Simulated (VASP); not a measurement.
Write the native input for VASP 6.6.1 that does the following.

| Property | Result |
| --- | --- |
| Task | relaxation of cell and atoms |
| Functional | PBEsol |
| Potentials or basis | VASP PAW PBE potentials, release 64 (Ir) |
| Cutoff | 500 eV |
| k mesh | 11 × 11 × 6 |
| Occupations | fermi-dirac, width 0.05 eV |
| Spin | no spin polarisation |
| Target pressure | 10 GPa |
| Dipole correction | no |
| Further INCAR settings | ALGO = Normal; EDIFF = 1e-07; IBRION = 2; EDIFFG = -0.01; NSW = 60; ISIF = 3 |

The structure of Ir lies in POSCAR:

```
Ir
1.0
    2.7513778946      0.0000000000      0.0000000000
   -1.3756889473      2.3827631521      0.0000000000
    0.0000000000      0.0000000000      4.4622900000
Ir
2
Direct
    0.3333333333      0.6666666667      0.2500000000
    0.6666666667      0.3333333333      0.7500000000
```

These files were run (other wordings do the same):

INCAR

```
PREC = Accurate ; ENCUT = 500
EDIFF = 1E-7 ; ISMEAR = -1
SIGMA = 0.05 ; LREAL = F
LASPH = T ; NELM = 120
ALGO = Normal ; ISIF = 3
LWAVE = F ; LCHARG = F
GGA = PS ; IBRION = 2
NSW = 60 ; EDIFFG = -0.01
PSTRESS = 100.0 ; GGA_COMPAT = F
NELMIN = 4
```

KPOINTS

```
regular mesh
0
Gamma
  11 11 6
```

Potentials or basis: VASP PAW PBE potentials, release 64 (Ir).

Run with:

```bash
$ cat potpaw_PBE.64/Ir/POTCAR > POTCAR
$ mpirun -np 1 vasp_std > vasp.out
```

It gave:

* Relaxed volume: 13.81 Å³/atom
* Relaxed cell: a = 2.699 Å, b = 2.699 Å, c = 4.379 Å, α = 90.00°, β = 90.00°, γ = 120.00°
* Space group after relaxing (to 0.05 Å): P6_3/mmc (No. 194)
* Energy change on relaxing (the enthalpy is what falls): -7.4 meV/atom
* Ionic steps: 6
* Pressure after relaxing: 10.0 GPa
* Band gap on the k mesh: zero (band 9 reaches 11.81 eV, above the bottom of band 10 at 8.41 eV)

Caveat: the cell is relaxed towards a set pressure, so the enthalpy falls and the energy may rise; the PAW data sets were made with another functional, which shifts forces and pressure a little; spin-orbit coupling is left out, which moves the levels of the heavy elements.

Run time: 2.2 min on 1 thread of Intel Xeon 8259CL (shared host), peak memory 0.16 GiB.
